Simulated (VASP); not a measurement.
# Bi2Se3 in VASP: relaxation of the atoms with PBEsol

Aim: the relaxation of the atoms of Bi2Se3 with PBEsol.

Everything below comes from runs of VASP 6.6.1. Logs are shortened: lines on timing, memory, paths and dates and some standing lists are left out, and cuts for length are marked.

**1. The cell of the first run**

The cell holds a slab with vacuum, 10 atoms: a = 4.130 Å, b = 4.130 Å, c = 31.506 Å, α = 90.00°, β = 90.00°, γ = 120.00°.

**2. Relaxation of the atoms, PBEsol**

The input, INCAR:

```
SYSTEM = Bi2Se3
  PREC = Accurate
  ENCUT = 520
  EDIFF = 1E-6
  ISMEAR = 0
  SIGMA = 0.05
  LREAL = .False.
  LASPH = .True.
  NELM = 60
  ALGO = Normal
  ISIF = 2
  LWAVE = .False.
  LCHARG = .False.
  LDIPOL = .True.
  IDIPOL = 3
  DIPOL = 0.5 0.5 0.500
  GGA = PS
  IBRION = 2
  NSW = 80
  EDIFFG = -0.02
  KPAR = 4
```

The input, KPOINTS:

```
regular mesh
0
Gamma
  9 9 1
  0 0 0
```

The input, POSCAR:

```
Bi2Se3
1.0
    4.1303407969      0.0000000000      0.0000000000
   -2.0651703984      3.5769800564      0.0000000000
    0.0000000000      0.0000000000     31.5056190378
Se Bi
6 4
Direct
    0.0000000000      0.0000000000      0.2380527737
    0.6666666667      0.3333333333      0.3485998919
    0.3333333333      0.6666666667      0.4591470101
    0.6666666667      0.3333333333      0.5408529899
    0.3333333333      0.6666666667      0.6514001081
    0.0000000000      0.0000000000      0.7619472263
    0.3333333333      0.6666666667      0.2878051335
    0.0000000000      0.0000000000      0.4093946503
    0.0000000000      0.0000000000      0.5906053497
    0.6666666667      0.3333333333      0.7121948665
```

Potentials or basis: VASP PAW PBE potentials, release 64 (Se, Bi_d).

Command:

```bash
cat potpaw_PBE.64/Se/POTCAR potpaw_PBE.64/Bi_d/POTCAR > POTCAR
mpirun -np 4 vasp_std > vasp.out
```

OUTCAR:

```text
SYSTEM = Bi2Se3
   PREC = Accurate
   ENCUT = 520
   EDIFF = 1E-6
   ISMEAR = 0
   LREAL = .False.
   LASPH = .True.
   NELM = 60
   ISIF = 2
   GGA = PS
   IBRION = 2
   NSW = 80
   EDIFFG = -0.02

 ion  position               nearest neighbor table
   1  0.000  0.000  0.238-   7 2.85   7 2.85   7 2.85
   2  0.667  0.333  0.349-   8 3.06   7 3.06   7 3.06   8 3.06   8 3.06   7 3.06
   3  0.333  0.667  0.459-   8 2.85   8 2.85   8 2.85
   4  0.667  0.333  0.541-   9 2.85   9 2.85   9 2.85
   5  0.333  0.667  0.651-   9 3.06  10 3.06  10 3.06   9 3.06   9 3.06  10 3.06
   6  0.000  0.000  0.762-  10 2.85  10 2.85  10 2.85
   7  0.333  0.667  0.288-   1 2.85   1 2.85   1 2.85   2 3.06   2 3.06   2 3.06
   8  0.000  0.000  0.409-   3 2.85   3 2.85   3 2.85   2 3.06   2 3.06   2 3.06
   9  0.000  0.000  0.591-   4 2.85   4 2.85   4 2.85   5 3.06   5 3.06   5 3.06
  10  0.667  0.333  0.712-   6 2.85   6 2.85   6 2.85   5 3.06   5 3.06   5 3.06

  LATTYP: Found a hexagonal cell.
 ALAT       =     4.1303407969
 C/A-ratio  =     7.6278497555

  Lattice vectors:

 A1 = (   4.1303407969,   0.0000000000,   0.0000000000)
 A2 = (  -2.0651703984,   3.5769800564,   0.0000000000)
 A3 = (   0.0000000000,   0.0000000000,  31.5056190378)

Analysis of symmetry for initial positions (statically):
=====================================================================
 Subroutine PRICEL returns:
 Original cell was already a primitive cell.

 Routine SETGRP: Setting up the symmetry group for a
 hexagonal supercell.

 Subroutine GETGRP returns: Found 12 space group operations
 (whereof 12 operations were pure point group operations)
 out of a pool of 24 trial point group operations.

The static configuration has the point symmetry D_3d.

Analysis of symmetry for dynamics (positions and initial velocities):
=====================================================================
 Subroutine PRICEL returns:
 Original cell was already a primitive cell.

 Routine SETGRP: Setting up the symmetry group for a
 hexagonal supercell.

 Subroutine GETGRP returns: Found 12 space group operations
 (whereof 12 operations were pure point group operations)
 out of a pool of 24 trial point group operations.

The dynamic configuration has the point symmetry D_3d.

 Subroutine INISYM returns: Found 12 space group operations
 (whereof 12 operations are pure point group operations),
 and found     1 'primitive' translations

----------------------------------------------------------------------------------------

                                     Primitive cell

  volume of cell :     465.4686

  direct lattice vectors                    reciprocal lattice vectors
     4.130340797  0.000000000  0.000000000     0.242110772  0.139782720  0.000000000
    -2.065170398  3.576980056  0.000000000     0.000000000  0.279565439  0.000000000
     0.000000000  0.000000000 31.505619038     0.000000000  0.000000000  0.031740370

  length of vectors
     4.130340797  4.130340797 31.505619038     0.279565439  0.279565439  0.031740370

  position of ions in fractional coordinates (direct lattice)
     0.000000000  0.000000000  0.238052774
     0.666666667  0.333333333  0.348599892
     0.333333333  0.666666667  0.459147010
     0.666666667  0.333333333  0.540852990
     0.333333333  0.666666667  0.651400108
     0.000000000  0.000000000  0.761947226
     0.333333333  0.666666667  0.287805134
     0.000000000  0.000000000  0.409394650
     0.000000000  0.000000000  0.590605350
     0.666666667  0.333333333  0.712194866

  ion indices of the primitive-cell ions
   primitive index   ion index
                 1           1
                 2           2
                 3           3
                 4           4
                 5           5
                 6           6
                 7           7
                 8           8
                 9           9
                10          10

----------------------------------------------------------------------------------------

 KPOINTS: regular mesh

Automatic generation of k-mesh.
 Grid dimensions read from file:
 generate k-points for:    9    9    1

 Generating k-lattice:

  Cartesian coordinates                     Fractional coordinates (reciprocal lattice)
     0.026901197  0.015531413  0.000000000     0.111111111  0.000000000  0.000000000
     0.000000000  0.031062827  0.000000000     0.000000000  0.111111111  0.000000000
     0.000000000  0.000000000  0.031740370     0.000000000  0.000000000  1.000000000

  Length of vectors
     0.031062827  0.031062827  0.031740370

  Shift w.r.t. Gamma in fractional coordinates (k-lattice)
     0.000000000  0.000000000  0.000000000

 Subroutine IBZKPT returns following result:
 ===========================================

 Found     12 irreducible k-points:

 Following reciprocal coordinates:
            Coordinates               Weight
  0.000000  0.000000  0.000000      1.000000
  0.111111  0.000000  0.000000      6.000000
  0.222222  0.000000  0.000000      6.000000
  0.333333  0.000000  0.000000      6.000000
  0.444444  0.000000  0.000000      6.000000
  0.111111  0.111111  0.000000      6.000000
  0.222222  0.111111  0.000000     12.000000
  0.333333  0.111111  0.000000     12.000000
  0.444444  0.111111  0.000000      6.000000
  0.222222  0.222222  0.000000      6.000000
  0.333333  0.222222  0.000000     12.000000
  0.333333  0.333333  0.000000      2.000000
   k-points           NKPTS =     12   k-points in BZ     NKDIM =     12   number of bands    NBANDS=     57
   number of dos      NEDOS =    301   number of ions     NIONS =     10
   total plane-waves  NPLWV = 245760
   dimension x,y,z NGX =    32 NGY =   32 NGZ =  240
   dimension x,y,z NGXF=    64 NGYF=   64 NGZF=  480
   ions per type =               6   4
   NGX,Y,Z   is equivalent  to a cutoff of  12.88, 12.88, 12.66 a.u.
   NGXF,Y,Z  is equivalent  to a cutoff of  25.76, 25.76, 25.33 a.u.
 SYSTEM =  Bi2Se3
   PREC   = accura    normal or accurate (medium, high low for compatibility)
   ISTART =      0    job   : 0-new  1-cont  2-samecut
   ICHARG =      2    charge: 1-file 2-atom 10-const
   ISPIN  =      1    spin polarized calculation?
   LNONCOLLINEAR =      F non collinear calculations
   LSORBIT =      F    spin-orbit coupling
   LASPH  =      T    aspherical Exc in radial PAW
   ENCUT  =  520.0 eV  38.22 Ry    6.18 a.u.   7.68  7.68 58.58*2*pi/ulx,y,z
   NELM   =     60;   NELMIN=  2; NELMDL= -5     # of ELM steps
   EDIFF  = 0.1E-05   stopping-criterion for ELM
   LREAL  =      F    real-space projection
   EDIFFG = -.2E-01   stopping-criterion for IOM
   NSW    =     80    number of steps for IOM
   IBRION =      2    ionic relax: 0-MD 1-quasi-New 2-CG
   NFREE  =      1    steps in history (QN), initial steepest desc. (CG)
   ISIF   =      2    stress and relaxation
   ISYM   =      2    0-nonsym 1-usesym 2-fastsym
   POTIM  = 0.5000    time-step for ionic-motion
   TEBEG  =    0.0;   TEEND  =   0.0 temperature during run
   PSTRESS=    0.0 pullay stress
   NELECT =      96.0000    total number of electrons
   NUPDOWN=      -1.0000    fix difference up-down
   EMIN   =  10.00;   EMAX   =-10.00  energy-range for DOS
   EFERMI =   0.00;   METHOD = LEGACY
   ISMEAR =     0;   SIGMA  =   0.05  broadening in eV -4-tet -1-fermi 0-gaus
   EFERMI_NEDOS =   21; number of points for ismear=-14 and -15
   IALGO  =     38    algorithm
   IMIX   =      4    mixing-type and parameters
     AMIX     =   0.40;   BMIX     =  1.00
     AMIX_MAG =   1.60;   BMIX_MAG =  1.00
  volume/ion in A,a.u.               =      46.55       314.11
  Fermi-wavevector in a.u.,A,eV,Ry     =   0.967242  1.827822 12.729024  0.935557
  Thomas-Fermi vector in A             =   2.097111
   LORBIT       =      0    0 simple, 1 ext, 2 COOP (PROOUT), +10 PAW based schemes
   GGA     = PS    functional components
   LHFCALC =     F    Hartree Fock is set to
   AEXX    =    0.0000 exact exchange contribution
   IVDW    =     0    specifies the selected vdW correction
   LEPSILON=     F    determine dielectric tensor
   LRPA    =     F    only Hartree local field effects (RPA)
 conjugate gradient relaxation of ions
 non-spin polarized calculation
 Gauss-broadening in eV      SIGMA  =   0.05
  energy-cutoff  :      520.00
  volume of cell :      465.47
 maximum number of plane-waves:     12627
 NGX is ok and might be reduce to    32
   NGX = 15   NGY = 15   NGZ =117

--------------------------------------- Ionic step        1  -------------------------------------------

 number of electron      96.0000004 magnetization

 Free energy of the ion-electron system (eV)
  ---------------------------------------------------
  ext. energy  EPLUGINS =         0.00000000
  ---------------------------------------------------
  free energy    TOTEN  =       -44.00234403 eV

  energy without entropy =      -44.00234403  energy(sigma->0) =      -44.00234403

------------------------ aborting loop because EDIFF is reached ----------------------------------------

  FORCE on cell =-STRESS in cart. coord.  units (eV):
  Direction    XX          YY          ZZ          XY          YZ          ZX
  --------------------------------------------------------------------------------------
  -------------------------------------------------------------------------------------
  Total       -0.4646168     -0.4646168     -0.2619851     -0.0000000     -0.0000000      0.0000000
  in kB       -1.5992453     -1.5992453     -0.9017721     -0.0000000     -0.0000000      0.0000000
  external PRESSURE =      -1.3667542 kB  Pullay stress =       0.0000000 kB
[... 29 lines left out ...]
  energy  without entropy=      -44.0023440335  energy(sigma->0) =      -44.00234403

--------------------------------------- Ionic step        2  -------------------------------------------

 number of electron      96.0000004 magnetization

 dipolmoment           0.000000      0.000000     -0.000000 electrons x Angstroem

------------------------ aborting loop because EDIFF is reached ----------------------------------------

  FORCE on cell =-STRESS in cart. coord.  units (eV):
  Direction    XX          YY          ZZ          XY          YZ          ZX
  --------------------------------------------------------------------------------------
  -------------------------------------------------------------------------------------
  Total       -0.3999035     -0.3999035     -0.1853263     -0.0000000      0.0000000     -0.0000000
  in kB       -1.3764975     -1.3764975     -0.6379067     -0.0000000      0.0000000     -0.0000000
  external PRESSURE =      -1.1303005 kB  Pullay stress =       0.0000000 kB
[... 29 lines left out ...]
  energy  without entropy=      -44.0035460625  energy(sigma->0) =      -44.00354606

--------------------------------------- Ionic step        3  -------------------------------------------

 number of electron      96.0000004 magnetization

 dipolmoment           0.000000      0.000000      0.000000 electrons x Angstroem

 Free energy of the ion-electron system (eV)
  ---------------------------------------------------
  ext. energy  EPLUGINS =         0.00000000
  ---------------------------------------------------
  free energy    TOTEN  =       -44.00368608 eV

  energy without entropy =      -44.00368608  energy(sigma->0) =      -44.00368608

 E-fermi :   0.8020     XC(G=0):  -6.1910

 val. band max:        0.5648168589   @ k =   0.0000   0.0000   0.0000
 cond. band min:       1.0234907390   @ k =   0.0000   0.0000   0.0000
 fundamental gap:      0.4586738801
 Fermi energy:         0.8019909607

 k-point     1 :       0.0000    0.0000    0.0000
  band No.  band energies     occupation
      1     -22.2083      2.00000
      2     -22.2083      2.00000
      3     -22.2083      2.00000
      4     -22.2083      2.00000
      5     -22.1968      2.00000
      6     -22.1968      2.00000
[... 709 lines left out ...]
     56       4.7286      0.00000
     57       4.9669      0.00000

------------------------ aborting loop because EDIFF is reached ----------------------------------------

 vacuum level on the upper side and lower side of the slab       (xc-potential included)        -0.007        -0.007

  FORCE on cell =-STRESS in cart. coord.  units (eV):
  Direction    XX          YY          ZZ          XY          YZ          ZX
  --------------------------------------------------------------------------------------
  -------------------------------------------------------------------------------------
  Total       -0.3673854     -0.3673854     -0.1453848     -0.0000000      0.0000000      0.0000000
  in kB       -1.2645676     -1.2645676     -0.5004250     -0.0000000      0.0000000      0.0000000
  external PRESSURE =      -1.0098534 kB  Pullay stress =       0.0000000 kB

 VOLUME and BASIS-vectors are now :
 -----------------------------------------------------------------------------
  energy-cutoff  :      520.00
  volume of cell :      465.47
      direct lattice vectors                 reciprocal lattice vectors
     4.130340797  0.000000000  0.000000000     0.242110772  0.139782720  0.000000000
    -2.065170398  3.576980056  0.000000000     0.000000000  0.279565439  0.000000000
     0.000000000  0.000000000 31.505619038     0.000000000  0.000000000  0.031740370
[... 16 lines left out ...]
  FREE ENERGIE OF THE ION-ELECTRON SYSTEM (eV)
  ---------------------------------------------------
  free  energy   TOTEN  =       -44.0036860760 eV

  energy  without entropy=      -44.0036860760  energy(sigma->0) =      -44.00368608

 reached required accuracy - stopping structural energy minimisation

 vacuum level on the upper side and lower side of the slab         6.222         6.222
```

Wall time 5.2 min (4 MPI ranks of Intel Xeon Platinum 8259CL at 2.50GHz (Skylake/Cascade Lake), shared host); peak memory 0.75 GiB.

What came out:

```
Free energy                  : -44.0037 eV
Energy gained by relaxing    : 0.1 meV/atom
Ionic steps                  : 3
Largest force after relaxing : 0.016 eV/Å
Band gap on the k mesh       : 0.46 eV
```

Forces on the atoms (eV/Å):
```
Se   0.000  0.000  0.008
Se   0.000  0.000 -0.016
Se   0.000  0.000  0.009
Se   0.000  0.000 -0.009
Se   0.000  0.000  0.016
Se   0.000  0.000 -0.008
Bi   0.000  0.000  0.007
Bi   0.000  0.000  0.000
Bi   0.000  0.000  0.000
Bi   0.000  0.000 -0.007
```

Step by step:
```csv
step,energy change (eV),largest force (eV/Å),pressure (GPa)
1,0.0000,0.0977,-0.14
2,-0.0012,0.0336,-0.11
3,-0.0013,0.0165,-0.10
```

Final structure:
```cif
data_structure
_symmetry_space_group_name_H-M 'P 1'
_symmetry_Int_Tables_number 1
_cell_length_a 4.1303
_cell_length_b 4.1303
_cell_length_c 31.5056
_cell_angle_alpha 90.000
_cell_angle_beta 90.000
_cell_angle_gamma 120.000
_cell_volume 465.47
loop_
_atom_site_label
_atom_site_type_symbol
_atom_site_fract_x
_atom_site_fract_y
_atom_site_fract_z
_atom_site_occupancy
Se1 Se 0.00000 0.00000 0.23825 1
Se2 Se 0.66667 0.33333 0.34862 1
Se3 Se 0.33333 0.66667 0.45921 1
Se4 Se 0.66667 0.33333 0.54079 1
Se5 Se 0.33333 0.66667 0.65138 1
Se6 Se 0.00000 0.00000 0.76175 1
Bi1 Bi 0.33333 0.66667 0.28759 1
Bi2 Bi 0.00000 0.00000 0.40934 1
Bi3 Bi 0.00000 0.00000 0.59066 1
Bi4 Bi 0.66667 0.33333 0.71241 1
```

Caveat: the PAW data sets were made with another functional, which shifts forces and pressure a little; spin-orbit coupling is left out, which moves the levels of the heavy elements.
